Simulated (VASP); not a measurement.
A run of VASP 6.6.1 is set up as follows.

INCAR

```
PREC = Accurate
ENCUT = 450
EDIFF = 1E-7
ISMEAR = 0
SIGMA = 0.1
LREAL = F
LASPH = T
NELM = 120
ALGO = Normal
ISIF = 2
LWAVE = F
LCHARG = F
GGA = PS
IBRION = 2
NSW = 60
EDIFFG = -0.002
GGA_COMPAT = F
NELMIN = 4
```

File KPOINTS:

```
Automatic mesh
0
Gamma
  12 12 12
```

File POSCAR:

```
Ge
1.0
    0.0000000000      2.8460064837      2.8094867369
    2.8460064837      0.0000000000      2.8094867369
    2.8460064837      2.8460064837      0.0000000000
Ge
2
Direct
    0.0000000000      0.0000000000      0.0000000000
    0.2500000000      0.2500000000      0.2500000000
```

Potentials or basis: VASP PAW PBE potentials, release 64 (Ge_d).

The run is started by

```console
$ cat potpaw_PBE.64/Ge_d/POTCAR > POTCAR
$ mpirun -np 1 vasp_std > vasp.out
```

(1) What does it give for the band gap on the k mesh?

Answers

(1) 0.10 eV, direct.

Caveat: the cell differs from its parent crystal (strained cell); the relaxation stopped at its first step, so nothing moved.
